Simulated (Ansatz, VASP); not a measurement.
## One calculation of Sn, two programs

The input INCAR:

```
SYSTEM = Sn
PREC = Accurate
ENCUT = 520
EDIFF = 1E-6
ISMEAR = 0
SIGMA = 0.15
LREAL = .FALSE.
LASPH = .TRUE.
NELM = 80
ALGO = Fast
ISIF = 2
LWAVE = .FALSE.
LCHARG = .FALSE.
GGA = PS
NBANDS = 13
```

The input KPOINTS:

```
Automatic mesh
0
G
  24 24 24
  0 0 0
```

POSCAR

```
Sn
1.0
   -1.9629999218      1.8734820101      1.8734820101
    1.8734820101     -1.9629999218      1.8734820101
    1.8734820101      1.8734820101     -1.9629999218
Sn
1
Direct
    0.0000000000      0.0000000000      0.0000000000
```

Input for Ansatz:

```yaml
crystal:
  lattice:
    - [-1.9629999218, 1.8734820101, 1.8734820101]
    - [1.8734820101, -1.9629999218, 1.8734820101]
    - [1.8734820101, 1.8734820101, -1.9629999218]
  atoms:
    - { symbol: Sn, position: [0.0, 0.0, 0.0] }
basis:
  ecutwfc: 420
kpoints:
  mp_grid: { grid: [24, 24, 24] }
hamiltonian:
  xc: pbesol
scf:
  occupations: { method: gaussian, width: 0.15 }
output:
  forces: true
  stress: true
  eigenvalues: true
```

Alike in both runs: task single point; functional PBEsol; k mesh 24 × 24 × 24; occupations gaussian, width 0.15 eV; no spin polarisation.

```csv
,VASP,Ansatz
version,VASP 6.6.1,Ansatz 0.2.0
potentials or method,"VASP PAW PBE potentials, release 64 (Sn_d), cutoff 520 eV","scalar-relativistic, plane waves, PAW"
valence electrons in the cell,14,14
```

|  | VASP | Ansatz | Ansatz less VASP |
| --- | --- | --- | --- |
| gap on the k mesh at the Fermi level (eV) | none | none | - |
| pressure (GPa) | 0.1 | 0.1 | +0.02 |
| traceless stress, the component that is largest in VASP (GPa) | 1.28 | 1.27 | -0.002 |

VASP's potentials were made for PBE, not for PBEsol. A gap of «none» marks a metal or a gap that the smearing closes.
